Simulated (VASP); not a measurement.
# Ca (I4/mmm) in VASP: notebook

The runs below take Ca through single point, relaxation of cell and atoms, with PBE.

Everything below comes from runs of VASP 6.6.1. Logs are shortened: lines on timing, memory, paths and dates and some standing lists are left out, and cuts for length are marked.

## (1) The cell of the first run

Symmetry: I4/mmm, No. 139, tetragonal system. Conventional cell: a = 4.391 Å, b = 4.391 Å, c = 4.370 Å, α = 90.00°, β = 90.00°, γ = 90.00°. Ca (site symmetry 4/mmm) has 14 Ca at 3.80 to 4.39 Å within 5.0 Å.

This isn't the form of Ca at room conditions, which is fcc.

## (2) Single point, PBE

Input file INCAR:

```
SYSTEM = Ca
ALGO     = Normal         ! electronic algorithm
EDIFF    = 1E-6           ! SCF threshold, eV
ENCUT    = 520            ! plane-wave cutoff, eV
GGA      = PE             ! functional
ISIF     = 2              ! what is computed and relaxed
ISMEAR   = 0              ! smearing method
LASPH    = .TRUE.         ! aspherical terms in the spheres
LCHARG   = .FALSE.        ! write CHGCAR
LREAL    = .FALSE.        ! projectors in reciprocal space
LWAVE    = .FALSE.        ! write WAVECAR
NBANDS   = 11             ! bands
NELM     = 100            ! most SCF steps
PREC     = Accurate       ! precision mode
SIGMA    = 0.1            ! smearing width, eV
```

Input file KPOINTS:

```
k-points
0
G
  14 14 14
  0 0 0
```

Input file POSCAR:

```
Ca
1.0
   -2.1956825541      2.1956825541      2.1849291730
    2.1956825541     -2.1956825541      2.1849291730
    2.1956825541      2.1956825541     -2.1849291730
Ca
1
Direct
    0.5000000000      0.5000000000      0.0000000000
```

Potentials or basis: VASP PAW PBE potentials, release 64 (Ca_sv).

The run is started by

```console
cat potpaw_PBE.64/Ca_sv/POTCAR > POTCAR
mpirun -np 1 vasp_std > vasp.out
```

OUTCAR:

```text
SYSTEM = Ca
   EDIFF = 1E-6
   ENCUT = 520
   GGA = PE
   ISIF = 2
   ISMEAR = 0
   LASPH = .TRUE.
   LREAL = .FALSE.
   NELM = 100
   PREC = Accurate

 ion  position               nearest neighbor table
   1  0.500  0.500  0.000-

  LATTYP: Found a body centered tetragonal cell.
 ALAT       =     4.3913651082
 C/A-ratio  =     0.9951024883

  Lattice vectors:

 A1 = (  -2.1956825541,   2.1956825541,   2.1849291730)
 A2 = (   2.1956825541,  -2.1956825541,   2.1849291730)
 A3 = (   2.1956825541,   2.1956825541,  -2.1849291730)

Analysis of symmetry for initial positions (statically):
=====================================================================
 Subroutine PRICEL returns:
 Original cell was already a primitive cell.

 Routine SETGRP: Setting up the symmetry group for a
 body centered tetragonal supercell.

 Subroutine GETGRP returns: Found 16 space group operations
 (whereof 16 operations were pure point group operations)
 out of a pool of 16 trial point group operations.

The static configuration has the point symmetry D_4h.

Analysis of symmetry for dynamics (positions and initial velocities):
=====================================================================
 Subroutine PRICEL returns:
 Original cell was already a primitive cell.

 Routine SETGRP: Setting up the symmetry group for a
 body centered tetragonal supercell.

 Subroutine GETGRP returns: Found 16 space group operations
 (whereof 16 operations were pure point group operations)
 out of a pool of 16 trial point group operations.

The dynamic configuration has the point symmetry D_4h.

 Subroutine INISYM returns: Found 16 space group operations
 (whereof 16 operations are pure point group operations),
 and found     1 'primitive' translations

----------------------------------------------------------------------------------------

                                     Primitive cell

  volume of cell :      42.1344

  direct lattice vectors                    reciprocal lattice vectors
    -2.195682554  2.195682554  2.184929173     0.000000000  0.227719621  0.228840370
     2.195682554 -2.195682554  2.184929173     0.227719621  0.000000000  0.228840370
     2.195682554  2.195682554 -2.184929173     0.227719621  0.227719621  0.000000000

  length of vectors
     3.796835425  3.796835425  3.796835425     0.322837639  0.322837639  0.322044177

  position of ions in fractional coordinates (direct lattice)
     0.500000000  0.500000000  0.000000000

  ion indices of the primitive-cell ions
   primitive index   ion index
                 1           1

----------------------------------------------------------------------------------------

 KPOINTS: k-points

Automatic generation of k-mesh.
 Grid dimensions read from file:
 generate k-points for:   14   14   14

 Generating k-lattice:

  Cartesian coordinates                     Fractional coordinates (reciprocal lattice)
     0.000000000  0.016265687  0.016345741     0.071428571 -0.000000000  0.000000000
     0.016265687  0.000000000  0.016345741    -0.000000000  0.071428571  0.000000000
     0.016265687  0.016265687  0.000000000     0.000000000  0.000000000  0.071428571

  Length of vectors
     0.023059831  0.023059831  0.023003156

  Shift w.r.t. Gamma in fractional coordinates (k-lattice)
     0.000000000  0.000000000  0.000000000

 Subroutine IBZKPT returns following result:
 ===========================================

 Found    244 irreducible k-points:

 Following reciprocal coordinates:
            Coordinates               Weight
  0.000000  0.000000  0.000000      1.000000
  0.071429  0.000000 -0.000000      8.000000
  0.142857  0.000000 -0.000000      8.000000
  0.214286  0.000000 -0.000000      8.000000
  0.285714  0.000000 -0.000000      8.000000
  0.357143  0.000000 -0.000000      8.000000
[... 16 lines left out ...]
  0.214286  0.142857 -0.000000     16.000000
  0.285714  0.142857 -0.000000     16.000000
 [... further k-points ...]
   k-points           NKPTS =    244   k-points in BZ     NKDIM =    244   number of bands    NBANDS=     11
   number of dos      NEDOS =    301   number of ions     NIONS =      1
   total plane-waves  NPLWV =  21952
   dimension x,y,z NGX =    28 NGY =   28 NGZ =   28
   dimension x,y,z NGXF=    56 NGYF=   56 NGZF=   56
   ions per type =               1
   NGX,Y,Z   is equivalent  to a cutoff of  12.26, 12.26, 12.26 a.u.
   NGXF,Y,Z  is equivalent  to a cutoff of  24.52, 24.52, 24.52 a.u.
 SYSTEM =  Ca
   PREC   = accura    normal or accurate (medium, high low for compatibility)
   ISTART =      0    job   : 0-new  1-cont  2-samecut
   ICHARG =      2    charge: 1-file 2-atom 10-const
   ISPIN  =      1    spin polarized calculation?
   LNONCOLLINEAR =      F non collinear calculations
   LSORBIT =      F    spin-orbit coupling
   LASPH  =      T    aspherical Exc in radial PAW
   ENCUT  =  520.0 eV  38.22 Ry    6.18 a.u.   7.06  7.06  7.06*2*pi/ulx,y,z
   NELM   =    100;   NELMIN=  2; NELMDL= -5     # of ELM steps
   EDIFF  = 0.1E-05   stopping-criterion for ELM
   LREAL  =      F    real-space projection
   EDIFFG = 0.1E-04   stopping-criterion for IOM
   NSW    =      0    number of steps for IOM
   IBRION =     -1    ionic relax: 0-MD 1-quasi-New 2-CG
   NFREE  =      0    steps in history (QN), initial steepest desc. (CG)
   ISIF   =      2    stress and relaxation
   ISYM   =      2    0-nonsym 1-usesym 2-fastsym
   POTIM  = 0.5000    time-step for ionic-motion
   TEBEG  =    0.0;   TEEND  =   0.0 temperature during run
   PSTRESS=    0.0 pullay stress
   NELECT =      10.0000    total number of electrons
   NUPDOWN=      -1.0000    fix difference up-down
   EMIN   =  10.00;   EMAX   =-10.00  energy-range for DOS
   EFERMI =   0.00;   METHOD = LEGACY
   ISMEAR =     0;   SIGMA  =   0.10  broadening in eV -4-tet -1-fermi 0-gaus
   EFERMI_NEDOS =   21; number of points for ismear=-14 and -15
   IALGO  =     38    algorithm
   IMIX   =      4    mixing-type and parameters
     AMIX     =   0.40;   BMIX     =  1.00
     AMIX_MAG =   1.60;   BMIX_MAG =  1.00
  volume/ion in A,a.u.               =      42.13       284.34
  Fermi-wavevector in a.u.,A,eV,Ry     =   1.013591  1.915409 13.978168  1.027366
  Thomas-Fermi vector in A             =   2.146769
   LORBIT       =      0    0 simple, 1 ext, 2 COOP (PROOUT), +10 PAW based schemes
   GGA     = PE    functional components
   LHFCALC =     F    Hartree Fock is set to
   AEXX    =    0.0000 exact exchange contribution
   IVDW    =     0    specifies the selected vdW correction
   LEPSILON=     F    determine dielectric tensor
   LRPA    =     F    only Hartree local field effects (RPA)
 non-spin polarized calculation
 Gauss-broadening in eV      SIGMA  =   0.10
  energy-cutoff  :      520.00
  volume of cell :       42.13
 maximum number of plane-waves:      1157
   NGX = 15   NGY = 15   NGZ = 15

 number of electron      10.0000002 magnetization

 Free energy of the ion-electron system (eV)
  ---------------------------------------------------
  ext. energy  EPLUGINS =         0.00000000
  ---------------------------------------------------
  free energy    TOTEN  =        -1.91670827 eV

  energy without entropy =       -1.90817921  energy(sigma->0) =       -1.91244374

 E-fermi :   2.0260     XC(G=0):  -7.7395

 val. band max:        2.0209738780   @ k =   0.5000   0.5000   0.3571
 cond. band min:       2.0277532728   @ k =  -0.4286  -0.4286   0.1429
 fundamental gap:      0.0067793948
 Fermi energy:         2.0260180729

 k-point     1 :       0.0000    0.0000    0.0000
  band No.  band energies     occupation
      1     -40.0408      2.00000
      2     -20.9569      2.00000
      3     -20.9558      2.00000
      4     -20.9558      2.00000
      5      -2.0576      2.00000
      6       4.2981      0.00000
      7       4.3201      0.00000
      8       4.3201      0.00000
      9       5.3544      0.00000
     10       5.3828      0.00000
     11      12.2065      0.00000

 k-point     2 :       0.0714    0.0000   -0.0000
  band No.  band energies     occupation
      1     -40.0401      2.00000
      2     -20.9635      2.00000
      3     -20.9582      2.00000
      4     -20.9563      2.00000
      5      -1.9648      2.00000
      6       4.2498      0.00000
      7       4.2848      0.00000
      8       4.3798      0.00000
      9       5.3034      0.00000
     10       5.3656      0.00000
     11      12.1267      0.00000

 k-point     3 :       0.1429    0.0000   -0.0000
  band No.  band energies     occupation
      1     -40.0380      2.00000
      2     -20.9833      2.00000
      3     -20.9648      2.00000
      4     -20.9563      2.00000
      5      -1.6912      2.00000
      6       4.0942      0.00000
      7       4.1278      0.00000
      8       4.5850      0.00000
      9       5.1894      0.00000
     10       5.3746      0.00000
     11      11.5714      0.00000

 k-point     4 :       0.2143    0.0000   -0.0000
  band No.  band energies     occupation
      1     -40.0350      2.00000
      2     -21.0119      2.00000
      3     -20.9744      2.00000
      4     -20.9563      2.00000
      5      -1.2515      2.00000
      6       3.7914      0.00000
      7       3.8858      0.00000
      8       4.9139      0.00000
      9       5.1683      0.00000
     10       5.4052      0.00000
     11      10.4829      0.00000
[... 239 lines left out ...]
 k-point    22 :       0.1429    0.1429    0.0000
  band No.  band energies     occupation
      1     -40.0334      2.00000
      2     -21.0245      2.00000
      3     -20.9753      2.00000
      4     -20.9628      2.00000
      5      -0.9934      2.00000
      6       3.6442      0.00000
      7       3.7618      0.00000
      8       5.0553      0.00000
      9       5.1094      0.00000
     10       5.5193      0.00000
     11      10.3534      0.00000

 k-point    23 :       0.2143    0.1429   -0.0000
  band No.  band energies     occupation
      1     -40.0304      2.00000
      2     -21.0487      2.00000
      3     -20.9871      2.00000
      4     -20.9645      2.00000
      5      -0.4252      2.00000
      6       3.2641      0.00000
      7       3.5512      0.00000
      8       5.0944      0.00000
      9       5.5157      0.00000
     10       5.5883      0.00000
     11       9.1801      0.00000

 k-point    24 :       0.2857    0.1429   -0.0000
  band No.  band energies     occupation
      1     -40.0277      2.00000
      2     -21.0695      2.00000
      3     -20.9995      2.00000
      4     -20.9652      2.00000
      5       0.2399      2.00000
      6       2.8334      0.00000
      7       3.3767      0.00000
      8       5.1785      0.00000
      9       5.6130      0.00000
     10       5.9737      0.00000
     11       8.1340      0.00000

 [... further k-points ...]

------------------------ aborting loop because EDIFF is reached ----------------------------------------

  FORCE on cell =-STRESS in cart. coord.  units (eV):
  Direction    XX          YY          ZZ          XY          YZ          ZX
  --------------------------------------------------------------------------------------
  -------------------------------------------------------------------------------------
  Total        0.0067855      0.0067855      0.0020746      0.0000000     -0.0000000      0.0000000
  in kB        0.2580229      0.2580229      0.0788885      0.0000000     -0.0000000      0.0000000
  external PRESSURE =       0.1983115 kB  Pullay stress =       0.0000000 kB

 VOLUME and BASIS-vectors are now :
 -----------------------------------------------------------------------------
  energy-cutoff  :      520.00
  volume of cell :       42.13
      direct lattice vectors                 reciprocal lattice vectors
    -2.195682554  2.195682554  2.184929173     0.000000000  0.227719621  0.228840370
     2.195682554 -2.195682554  2.184929173     0.227719621  0.000000000  0.228840370
     2.195682554  2.195682554 -2.184929173     0.227719621  0.227719621  0.000000000

 POSITION                                       TOTAL-FORCE (eV/Angst)
 -----------------------------------------------------------------------------------
      0.00000      0.00000      2.18493        -0.000000      0.000000      0.000000
 -----------------------------------------------------------------------------------
    total drift:                                0.000000     -0.000000      0.000000

  FREE ENERGIE OF THE ION-ELECTRON SYSTEM (eV)
  ---------------------------------------------------
  free  energy   TOTEN  =        -1.9167082707 eV

  energy  without entropy=       -1.9081792085  energy(sigma->0) =       -1.91244374
```

It took 69 s on 1 thread of Intel Xeon 6975P-C (Granite Rapids), shared host; peak memory 0.23 GiB.

What came out:

* Free energy: -1.9167 eV
* Pressure: 0.0 GPa
* Band gap on the k mesh: zero (bands 5 and 6 overlap by 0.27 eV)

## (3) Relaxation of cell and atoms, PBE

This run uses another cell than the first one, of 42.72 Å³/atom.

Input file INCAR:

```
SYSTEM = Ca
PREC     = Accurate       ! precision mode
ENCUT    = 600            ! plane-wave cutoff, eV
EDIFF    = 1E-7           ! SCF threshold, eV
ISMEAR   = 0              ! smearing method
SIGMA    = 0.1            ! smearing width, eV
LREAL    = .FALSE.        ! projectors in reciprocal space
LASPH    = .TRUE.         ! aspherical terms in the spheres
NELM     = 100            ! most SCF steps
ALGO     = Normal         ! electronic algorithm
ISIF     = 3              ! what is computed and relaxed
LWAVE    = .FALSE.        ! write WAVECAR
LCHARG   = .FALSE.        ! write CHGCAR
GGA      = PE             ! functional
IBRION   = 2              ! ionic algorithm
NSW      = 100            ! ionic steps
EDIFFG   = -0.005         ! ionic threshold
```

Input file KPOINTS:

```
Automatic mesh
0
G
  14 14 14
  0 0 0
```

Input file POSCAR:

```
Ca
1.0
   -2.2052049036      2.2052049036      2.1961148100
    2.2052049036     -2.2052049036      2.1961148100
    2.2052049036      2.2052049036     -2.1961148100
Ca
1
Direct
    0.5000000000      0.5000000000      0.0000000000
```

Potentials or basis: VASP PAW PBE potentials, release 64 (Ca_sv).

The run is started by

```console
cat potpaw_PBE.64/Ca_sv/POTCAR > POTCAR
mpirun -np 1 vasp_std > vasp.out
```

Wall time 3.9 min (1 thread of Intel Xeon 6975P-C (Granite Rapids), shared host); peak memory 0.26 GiB.

It converged, with:

- Free energy: -1.9167 eV
- Relaxed volume: 42.22 Å³/atom
- Relaxed cell: a = 3.799 Å, b = 3.799 Å, c = 3.799 Å, α = 109.35°, β = 109.35°, γ = 109.71°
- Space group after relaxing (to 0.1 Å): Im-3m (No. 229)
- Energy gained by relaxing: 0.3 meV/atom
- Ionic steps: 3
- Pressure after relaxing: 0.0 GPa
- Band gap on the k mesh: zero (bands 5 and 6 overlap by 0.27 eV)

Step by step:
```
step  energy change (eV)  largest force (eV/Å)  pressure (GPa)  volume (Å³)
   1              0.0000                0.0000           -0.19        42.72
   2             -0.0003                0.0000           -0.07        42.40
   3             -0.0003                0.0000            0.00        42.22
```

Final structure:
```yaml
crystal:
  lattice:
    - [-2.19683, 2.19683, 2.18713]
    - [2.19683, -2.19683, 2.18713]
    - [2.19683, 2.19683, -2.18713]
  atoms:
    - { symbol: Ca, position: [0.50000, 0.50000, 0.00000] }
```

Levels at points of the mesh, in eV from the Fermi level:
```
           k point  band 1  band 2  band 3  band 4  band 5  band 6  band 7  band 8  band 9
(0.00, 0.00, 0.00)  -42.07  -22.99  -22.99  -22.99   -4.08    2.27    2.29    2.29    3.32
(0.50, 0.00, 0.00)  -42.06  -23.13  -23.03  -22.99   -0.91   -0.03    1.32    3.25    3.62
(0.50, 0.50, 0.00)  -42.06  -23.13  -23.04  -22.99   -0.92   -0.05    1.34    3.22    3.60
(0.50, 0.50, 0.50)  -42.05  -23.09  -23.09  -23.09    0.03    0.04    3.89    3.89    3.96
```

[end of part 1 of 2]
